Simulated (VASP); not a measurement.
# Pb (R-3m) in VASP: notebook

Runs on Pb. Level: PBE. Tasks: electric field gradients.

All numbers are computed with VASP 6.6.1; they aren't measurements. Logs are shortened: lines on timing, memory, paths and dates and some standing lists are left out, and cuts for length are marked.

## (1) The cell of the first run

Symmetry: R-3m, No. 166, trigonal system. Conventional cell: a = 4.888 Å, b = 4.888 Å, c = 11.794 Å, α = 90.00°, β = 90.00°, γ = 120.00°. Pb (site symmetry 3m) has 4 Pb at 2.95 to 2.99 Å within 3.9 Å.

## (2) Electric field gradients, PBE (equal xy, yz and zx shear strains of -1 %)

The input, INCAR:

```
SYSTEM = Pb
ALGO = Normal
EDIFF = 1E-8
ENCUT = 520
GGA = PE
ISIF = 2
ISMEAR = -1
LASPH = .True.
LCHARG = .False.
LEFG = .True.
LREAL = .False.
LWAVE = .False.
NBANDS = 21
NELM = 100
PREC = Accurate
SIGMA = 0.05
```

The input, KPOINTS:

```
k-points
0
Gamma
  8 8 8
  0 0 0
```

The input, POSCAR:

```
Pb
1.0
   -0.0343900006      3.4218050552      3.4218050552
    3.4218050552     -0.0343900006      3.4218050552
    3.4218050552      3.4218050552     -0.0343900006
Pb
2
Direct
    0.0000000000      0.0000000000      0.0000000000
    0.2500000000      0.2500000000      0.2500000000
```

Potentials or basis: VASP PAW PBE potentials, release 64 (Pb_d).

Command:

```sh
cat potpaw_PBE.64/Pb_d/POTCAR > POTCAR
mpirun -np 1 vasp_std > vasp.out
```

OUTCAR:

```text
SYSTEM = Pb
   EDIFF = 1E-8
   ENCUT = 520
   GGA = PE
   ISIF = 2
   ISMEAR = -1
   LASPH = .True.
   LREAL = .False.
   NELM = 100
   PREC = Accurate

 ion  position               nearest neighbor table
   1  0.000  0.000  0.000-   2 2.95   2 2.99   2 2.99   2 2.99
   2  0.250  0.250  0.250-   1 2.95   1 2.99   1 2.99   1 2.99

  LATTYP: Found a trigonal (rhomboedric) cell.
 ALAT       =     4.8392853133
 COS(alpha) =     0.4899250057

  Lattice vectors:

 A1 = (  -0.0343900006,   3.4218050552,   3.4218050552)
 A2 = (   3.4218050552,  -0.0343900006,   3.4218050552)
 A3 = (   3.4218050552,   3.4218050552,  -0.0343900006)

Analysis of symmetry for initial positions (statically):
=====================================================================
 Subroutine PRICEL returns:
 Original cell was already a primitive cell.

 Routine SETGRP: Setting up the symmetry group for a
 trigonal (rhombohedral) supercell.

 Subroutine GETGRP returns: Found 12 space group operations
 (whereof  6 operations were pure point group operations)
 out of a pool of 12 trial point group operations.

The static configuration has the point symmetry C_3v.
 The point group associated with its full space group is D_3d.

Analysis of symmetry for dynamics (positions and initial velocities):
=====================================================================
 Subroutine PRICEL returns:
 Original cell was already a primitive cell.

 Routine SETGRP: Setting up the symmetry group for a
 trigonal (rhombohedral) supercell.

 Subroutine GETGRP returns: Found 12 space group operations
 (whereof  6 operations were pure point group operations)
 out of a pool of 12 trial point group operations.

The dynamic configuration has the point symmetry C_3v.
 The point group associated with its full space group is D_3d.

 Subroutine INISYM returns: Found 12 space group operations
 (whereof  6 operations are pure point group operations),
 and found     1 'primitive' translations

----------------------------------------------------------------------------------------

                                     Primitive cell

  volume of cell :      81.3381

  direct lattice vectors                    reciprocal lattice vectors
    -0.034390001  3.421805055  3.421805055    -0.143937116  0.145398406  0.145398406
     3.421805055 -0.034390001  3.421805055     0.145398406 -0.143937116  0.145398406
     3.421805055  3.421805055 -0.034390001     0.145398406  0.145398406 -0.143937116

  length of vectors
     4.839285313  4.839285313  4.839285313     0.250996586  0.250996586  0.250996586

  position of ions in fractional coordinates (direct lattice)
     0.000000000  0.000000000  0.000000000
     0.250000000  0.250000000  0.250000000

  ion indices of the primitive-cell ions
   primitive index   ion index
                 1           1
                 2           2

----------------------------------------------------------------------------------------

 KPOINTS: k-points

Automatic generation of k-mesh.
 Grid dimensions read from file:
 generate k-points for:    8    8    8

 Generating k-lattice:

  Cartesian coordinates                     Fractional coordinates (reciprocal lattice)
    -0.017992139  0.018174801  0.018174801     0.125000000  0.000000000  0.000000000
     0.018174801 -0.017992139  0.018174801     0.000000000  0.125000000  0.000000000
     0.018174801  0.018174801 -0.017992139     0.000000000  0.000000000  0.125000000

  Length of vectors
     0.031374573  0.031374573  0.031374573

  Shift w.r.t. Gamma in fractional coordinates (k-lattice)
     0.000000000  0.000000000  0.000000000

 Subroutine IBZKPT returns following result:
 ===========================================

 Found     65 irreducible k-points:

 Following reciprocal coordinates:
            Coordinates               Weight
  0.000000  0.000000  0.000000      1.000000
  0.125000  0.000000  0.000000      6.000000
  0.250000  0.000000  0.000000      6.000000
  0.375000 -0.000000 -0.000000      6.000000
  0.500000  0.000000  0.000000      3.000000
  0.125000  0.125000 -0.000000      6.000000
[... 16 lines left out ...]
  0.250000  0.125000  0.125000      6.000000
  0.375000  0.125000  0.125000      6.000000
 [... further k-points ...]
   k-points           NKPTS =     65   k-points in BZ     NKDIM =     65   number of bands    NBANDS=     21
   number of dos      NEDOS =    301   number of ions     NIONS =      2
   total plane-waves  NPLWV =  46656
   dimension x,y,z NGX =    36 NGY =   36 NGZ =   36
   dimension x,y,z NGXF=    72 NGYF=   72 NGZF=   72
   ions per type =               2
   NGX,Y,Z   is equivalent  to a cutoff of  12.37, 12.37, 12.37 a.u.
   NGXF,Y,Z  is equivalent  to a cutoff of  24.73, 24.73, 24.73 a.u.
 SYSTEM =  Pb
   PREC   = accura    normal or accurate (medium, high low for compatibility)
   ISTART =      0    job   : 0-new  1-cont  2-samecut
   ICHARG =      2    charge: 1-file 2-atom 10-const
   ISPIN  =      1    spin polarized calculation?
   LNONCOLLINEAR =      F non collinear calculations
   LSORBIT =      F    spin-orbit coupling
   LASPH  =      T    aspherical Exc in radial PAW
   ENCUT  =  520.0 eV  38.22 Ry    6.18 a.u.   9.00  9.00  9.00*2*pi/ulx,y,z
   NELM   =    100;   NELMIN=  2; NELMDL= -5     # of ELM steps
   EDIFF  = 0.1E-07   stopping-criterion for ELM
   LREAL  =      F    real-space projection
   EDIFFG = 0.1E-06   stopping-criterion for IOM
   NSW    =      0    number of steps for IOM
   IBRION =     -1    ionic relax: 0-MD 1-quasi-New 2-CG
   NFREE  =      0    steps in history (QN), initial steepest desc. (CG)
   ISIF   =      2    stress and relaxation
   ISYM   =      2    0-nonsym 1-usesym 2-fastsym
   POTIM  = 0.5000    time-step for ionic-motion
   TEBEG  =    0.0;   TEEND  =   0.0 temperature during run
   PSTRESS=    0.0 pullay stress
   NELECT =      28.0000    total number of electrons
   NUPDOWN=      -1.0000    fix difference up-down
   EMIN   =  10.00;   EMAX   =-10.00  energy-range for DOS
   EFERMI =   0.00;   METHOD = LEGACY
   ISMEAR =    -1;   SIGMA  =   0.05  broadening in eV -4-tet -1-fermi 0-gaus
   EFERMI_NEDOS =   21; number of points for ismear=-14 and -15
   IALGO  =     38    algorithm
   IMIX   =      4    mixing-type and parameters
     AMIX     =   0.40;   BMIX     =  1.00
     AMIX_MAG =   1.60;   BMIX_MAG =  1.00
  volume/ion in A,a.u.               =      40.67       274.45
  Fermi-wavevector in a.u.,A,eV,Ry     =   1.147351  2.168179 17.910898  1.316414
  Thomas-Fermi vector in A             =   2.284031
   LORBIT       =      0    0 simple, 1 ext, 2 COOP (PROOUT), +10 PAW based schemes
   GGA     = PE    functional components
   LHFCALC =     F    Hartree Fock is set to
   AEXX    =    0.0000 exact exchange contribution
   IVDW    =     0    specifies the selected vdW correction
   LEPSILON=     F    determine dielectric tensor
   LRPA    =     F    only Hartree local field effects (RPA)
 non-spin polarized calculation
  energy-cutoff  :      520.00
  volume of cell :       81.34
 maximum number of plane-waves:      2206
   NGX = 17   NGY = 17   NGZ = 17

 number of electron      28.0000000 magnetization

 Free energy of the ion-electron system (eV)
  ---------------------------------------------------
  ext. energy  EPLUGINS =         0.00000000
  ---------------------------------------------------
  free energy    TOTEN  =        -6.56289018 eV

  energy without entropy =       -6.55878799  energy(sigma->0) =       -6.56083908

 E-fermi :   4.3959     XC(G=0):  -8.4257

 val. band max:        4.1072997145   @ k =   0.1250   0.1250  -0.0000
 cond. band min:       4.4065828372   @ k =   0.2500   0.1250   0.1250
 fundamental gap:      0.2992831227
 Fermi energy:         4.3959306705

 k-point     1 :       0.0000    0.0000    0.0000
  band No.  band energies     occupation
      1     -12.8815      2.00000
      2     -12.8441      2.00000
      3     -12.8441      2.00000
      4     -12.7803      2.00000
      5     -12.7803      2.00000
      6     -12.3594      2.00000
[... 13 lines left out ...]
     20      12.3073      0.00000
     21      12.3087      0.00000
[... 529 lines left out ...]
 k-point    24 :       0.3750    0.1250    0.1250
  band No.  band energies     occupation
      1     -12.9141      2.00000
      2     -12.9009      2.00000
      3     -12.8257      2.00000
      4     -12.7157      2.00000
      5     -12.6835      2.00000
      6     -12.4522      2.00000
[... 13 lines left out ...]
     20      10.9694      0.00000
     21      12.3118      0.00000

 [... further k-points ...]

------------------------ aborting loop because EDIFF is reached ----------------------------------------

  FORCE on cell =-STRESS in cart. coord.  units (eV):
  Direction    XX          YY          ZZ          XY          YZ          ZX
  --------------------------------------------------------------------------------------
  -------------------------------------------------------------------------------------
  Total        1.1799706      1.1799706      1.1799706      0.1912733      0.1912733      0.1912733
  in kB       23.2427711     23.2427711     23.2427711      3.7676550      3.7676550      3.7676550
  external PRESSURE =      23.2427711 kB  Pullay stress =       0.0000000 kB

 VOLUME and BASIS-vectors are now :
 -----------------------------------------------------------------------------
  energy-cutoff  :      520.00
  volume of cell :       81.34
      direct lattice vectors                 reciprocal lattice vectors
    -0.034390001  3.421805055  3.421805055    -0.143937116  0.145398406  0.145398406
     3.421805055 -0.034390001  3.421805055     0.145398406 -0.143937116  0.145398406
     3.421805055  3.421805055 -0.034390001     0.145398406  0.145398406 -0.143937116

 POSITION                                       TOTAL-FORCE (eV/Angst)
 -----------------------------------------------------------------------------------
      0.00000      0.00000      0.00000        -0.078873     -0.078873     -0.078873
      1.70231      1.70231      1.70231         0.078873      0.078873      0.078873
 -----------------------------------------------------------------------------------
    total drift:                                0.000000      0.000000      0.000000

  FREE ENERGIE OF THE ION-ELECTRON SYSTEM (eV)
  ---------------------------------------------------
  free  energy   TOTEN  =        -6.5628901824 eV

  energy  without entropy=       -6.5587879866  energy(sigma->0) =       -6.56083908

 Electric field gradients (V/A^2)
---------------------------------------------------------------------
 ion       V_xx      V_yy      V_zz      V_xy      V_xz      V_yz
---------------------------------------------------------------------
   1      -0.000    -0.000     0.000   -13.565   -13.565   -13.565
   2      -0.000    -0.000     0.000   -13.565   -13.565   -13.565
---------------------------------------------------------------------

 Electric field gradients after diagonalization (V/A^2)
 (convention: |V_zz| > |V_xx| > |V_yy|)
----------------------------------------------------------------------
 ion       V_xx      V_yy      V_zz     asymmetry (V_yy - V_xx)/ V_zz
----------------------------------------------------------------------
   1      13.565    13.565   -27.131       0.000
   2      13.565    13.565   -27.131       0.000
----------------------------------------------------------------------

           NMR quadrupolar parameters

 Cq : quadrupolar parameter    Cq=e*Q*V_zz/h
 eta: asymmetry parameters     (V_yy - V_xx)/ V_zz
 Q  : nuclear electric quadrupole moment in mb (millibarn)
----------------------------------------------------------------------
 ion       Cq(MHz)       eta       Q (mb)
----------------------------------------------------------------------
   1      -0.066       0.000       1.000
   2      -0.066       0.000       1.000
----------------------------------------------------------------------
```

Run time: 63 s. Hardware: 1 thread of Intel Xeon 6975P-C (Granite Rapids), shared host; peak memory 0.24 GiB.

What came out:

| Item | Value |
| --- | --- |
| Free energy | -6.5629 eV |
| Pressure | 2.3 GPa |
| Largest force | 0.137 eV/Å |
| Band gap on the k mesh | zero (bands 14 and 15 overlap by 1.20 eV) |
| Largest electric field gradient by atom | Pb -27.1 V/Å² |

Forces on the atoms (eV/Å):
```
Pb  -0.079 -0.079 -0.079
Pb   0.079  0.079  0.079
```

Electric field gradients, principal values (V/Å²):
| atom | least | middle | greatest (by size) |
| --- | --- | --- | --- |
| 1 Pb | 13.565 | 13.565 | -27.131 |
| 2 Pb | 13.565 | 13.565 | -27.131 |

Caveat: the cell differs from its parent crystal (equal xy, yz and zx shear strains of -1 %); without QUAD_EFG the Cq values of the log hold for a quadrupole moment of 1 mb, not for the nuclei; spin-orbit coupling is left out, which moves the levels of the heavy elements.

## (3) Electric field gradients, PBE (equal xy, yz and zx shear strains of +2 %)

The input, INCAR:

```
SYSTEM = Pb
ALGO = Normal
EDIFF = 1E-8
ENCUT = 520
GGA = PE
ISIF = 2
ISMEAR = -1
LASPH = .TRUE.
LCHARG = .FALSE.
LEFG = .TRUE.
LREAL = .FALSE.
LWAVE = .FALSE.
NBANDS = 21
NELM = 100
PREC = Accurate
SIGMA = 0.05
```

The input, KPOINTS:

```
k-points
0
G
  8 8 8
  0 0 0
```

The input, POSCAR:

```
Pb
1.0
    0.0687800011      3.4733900561      3.4733900561
    3.4733900561      0.0687800011      3.4733900561
    3.4733900561      3.4733900561      0.0687800011
Pb
2
Direct
    0.0000000000      0.0000000000      0.0000000000
    0.2500000000      0.2500000000      0.2500000000
```

Potentials or basis: VASP PAW PBE potentials, release 64 (Pb_d).

Command:

```sh
cat potpaw_PBE.64/Pb_d/POTCAR > POTCAR
mpirun -np 1 vasp_std > vasp.out
```

OUTCAR:

```text
SYSTEM = Pb
   EDIFF = 1E-8
   ENCUT = 520
   GGA = PE
   ISIF = 2
   ISMEAR = -1
   LASPH = .TRUE.
   LREAL = .FALSE.
   NELM = 100
   PREC = Accurate

 ion  position               nearest neighbor table
   1  0.000  0.000  0.000-   2 2.96   2 2.96   2 2.96   2 3.04
   2  0.250  0.250  0.250-   1 2.96   1 2.96   1 2.96   1 3.04

  LATTYP: Found a trigonal (rhomboedric) cell.
 ALAT       =     4.9125968339
 COS(alpha) =     0.5197000882

  Lattice vectors:

 A1 = (   0.0687800011,   3.4733900561,   3.4733900561)
 A2 = (   3.4733900561,   0.0687800011,   3.4733900561)
 A3 = (   3.4733900561,   3.4733900561,   0.0687800011)

Analysis of symmetry for initial positions (statically):
=====================================================================
 Subroutine PRICEL returns:
 Original cell was already a primitive cell.

 Routine SETGRP: Setting up the symmetry group for a
 trigonal (rhombohedral) supercell.
[... 766 lines left out ...]
  energy-cutoff  :      520.00
  volume of cell :       81.32
      direct lattice vectors                 reciprocal lattice vectors
     0.068780001  3.473390056  3.473390056    -0.148299498  0.145419896  0.145419896
     3.473390056  0.068780001  3.473390056     0.145419896 -0.148299498  0.145419896
     3.473390056  3.473390056  0.068780001     0.145419896  0.145419896 -0.148299498

 POSITION                                       TOTAL-FORCE (eV/Angst)
 -----------------------------------------------------------------------------------
      0.00000      0.00000      0.00000         0.140106      0.140106      0.140106
      1.75389      1.75389      1.75389        -0.140106     -0.140106     -0.140106
 -----------------------------------------------------------------------------------
    total drift:                               -0.000000     -0.000000      0.000000

  FREE ENERGIE OF THE ION-ELECTRON SYSTEM (eV)
  ---------------------------------------------------
  free  energy   TOTEN  =        -6.5547841143 eV

  energy  without entropy=       -6.5507528464  energy(sigma->0) =       -6.55276848

 Electric field gradients (V/A^2)
---------------------------------------------------------------------
 ion       V_xx      V_yy      V_zz      V_xy      V_xz      V_yz
---------------------------------------------------------------------
   1      -0.000    -0.000     0.000    25.979    25.979    25.979
   2      -0.000    -0.000     0.000    25.979    25.979    25.979
---------------------------------------------------------------------

 Electric field gradients after diagonalization (V/A^2)
 (convention: |V_zz| > |V_xx| > |V_yy|)
----------------------------------------------------------------------
 ion       V_xx      V_yy      V_zz     asymmetry (V_yy - V_xx)/ V_zz
----------------------------------------------------------------------
   1     -25.979   -25.979    51.959       0.000
   2     -25.979   -25.979    51.959       0.000
----------------------------------------------------------------------

           NMR quadrupolar parameters

 Cq : quadrupolar parameter    Cq=e*Q*V_zz/h
 eta: asymmetry parameters     (V_yy - V_xx)/ V_zz
 Q  : nuclear electric quadrupole moment in mb (millibarn)
----------------------------------------------------------------------
 ion       Cq(MHz)       eta       Q (mb)
----------------------------------------------------------------------
   1       0.126       0.000       1.000
   2       0.126       0.000       1.000
----------------------------------------------------------------------
```

OSZICAR:

```text
N       E                     dE             d eps       ncg     rms          rms(c)
DAV:   1     0.292862778917E+03    0.29286E+03   -0.13662E+04  2730   0.145E+03
DAV:   2     0.155254400812E+02   -0.27734E+03   -0.27154E+03  2765   0.395E+02
DAV:   3    -0.575206872969E+01   -0.21278E+02   -0.21113E+02  3285   0.137E+02
DAV:   4    -0.653544673448E+01   -0.78338E+00   -0.78313E+00  3211   0.315E+01
DAV:   5    -0.658108181237E+01   -0.45635E-01   -0.45634E-01  4169   0.670E+00    0.150E+00
DAV:   6    -0.656053303472E+01    0.20549E-01   -0.29778E-02  3818   0.234E+00    0.869E-01
DAV:   7    -0.655330632690E+01    0.72267E-02   -0.28046E-02  3769   0.217E+00    0.164E-01
DAV:   8    -0.655449653689E+01   -0.11902E-02   -0.49672E-03  3231   0.785E-01    0.388E-02
DAV:   9    -0.655475903955E+01   -0.26250E-03   -0.45217E-04  3045   0.254E-01    0.189E-02
DAV:  10    -0.655477907927E+01   -0.20040E-04   -0.56903E-05  3292   0.787E-02    0.503E-03
DAV:  11    -0.655478381361E+01   -0.47343E-05   -0.82627E-06  3627   0.216E-02    0.103E-03
DAV:  12    -0.655478391366E+01   -0.10005E-06   -0.47521E-07  3581   0.629E-03    0.453E-04
DAV:  13    -0.655478411402E+01   -0.20036E-06   -0.86873E-08  3205   0.297E-03    0.727E-05
DAV:  14    -0.655478411433E+01   -0.31150E-09   -0.39201E-09  2300   0.519E-04
   1 F= -.65547841E+01 E0= -.65527685E+01  d E =-.403127E-02
```

It took 1.7 min on 1 thread of Intel Xeon 6975P-C (Granite Rapids), shared host; peak memory 0.27 GiB.

What came out:

```yaml
Free_energy: -6.5548 eV
Pressure: 2.4 GPa
Largest_force: 0.243 eV/Å
Band_gap_on_the_k_mesh: zero (bands 14 and 15 overlap by 1.18 eV)
Largest_electric_field_gradient_by_atom: Pb +52.0 V/Å²
```

Forces in eV/Å, atoms in the order of the input:
```
Pb   0.140  0.140  0.140
Pb  -0.140 -0.140 -0.140
```

Stress tensor (GPa, compression positive):
```
 2.37 -0.70 -0.70
-0.70  2.37 -0.70
-0.70 -0.70  2.37
```

Electric field gradients, principal values (V/Å²):
| atom | least | middle | greatest (by size) |
| --- | --- | --- | --- |
| 1 Pb | -25.979 | -25.979 | 51.959 |
| 2 Pb | -25.979 | -25.979 | 51.959 |

Caveat: the cell differs from its parent crystal (equal xy, yz and zx shear strains of +2 %); without QUAD_EFG the Cq values of the log hold for a quadrupole moment of 1 mb, not for the nuclei; spin-orbit coupling is left out, which moves the levels of the heavy elements.
